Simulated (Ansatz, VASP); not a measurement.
## Rh in VASP and in Ansatz

```
CELL_PARAMETERS angstrom
0.00000 1.89785 1.89785
1.89785 0.00000 1.89785
1.89785 1.89785 0.00000
ATOMIC_POSITIONS crystal
Rh 0.00000 0.00000 0.00000
```

Alike in both runs: task single point; functional PBE; k mesh 24 × 24 × 24; occupations gaussian, width 0.1 eV; no spin polarisation.

|  | VASP | Ansatz |
| --- | --- | --- |
| version | VASP 6.6.1 | Ansatz 0.2.0 |
| potentials or method | VASP PAW PBE potentials, release 64 (Rh_pv), cutoff 500 eV | scalar-relativistic, plane waves, PAW |
| valence electrons in the cell | 15 | 17 |

Ansatz gave:

- gap on the k mesh at the Fermi level (eV): none
- pressure (GPa): 7.4

What did VASP give for the same quantities?

gap on the k mesh at the Fermi level (eV): none; pressure (GPa): 7.6.

A gap of «none» marks a metal or a gap that the smearing closes. VASP's potentials hold 15 valence electrons a cell and Ansatz's 17, so a difference there can come from the potentials and not from the codes.
